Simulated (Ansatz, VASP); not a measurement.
AlP in VASP and in Ansatz

```
CELL_PARAMETERS angstrom
0.00000 2.78110 2.78110
2.78110 0.00000 2.78110
2.78110 2.78110 0.00000
ATOMIC_POSITIONS crystal
Al 0.00000 0.00000 0.00000
P 0.75000 0.75000 0.75000
```

Alike in both runs: task single point; functional PBE; k mesh 8 × 8 × 8; occupations gaussian, width 0.02 eV; no spin polarisation.

```csv
,VASP,Ansatz
version,VASP 6.6.1,Ansatz 0.2.0
potentials or method,"VASP PAW PBE potentials, release 64 (Al, P), cutoff 500 eV","scalar-relativistic, plane waves, PAW"
valence electrons in the cell,8,8
```

|  | VASP | Ansatz | Ansatz less VASP |
| --- | --- | --- | --- |
| gap on the k mesh at the Fermi level (eV) | 1.68 | 1.69 | +0.002 |
| least direct gap on the mesh (eV) | 2.83 | 2.84 | +0.003 |
| pressure (GPa) | -2.4 | -2.3 | +0.08 |
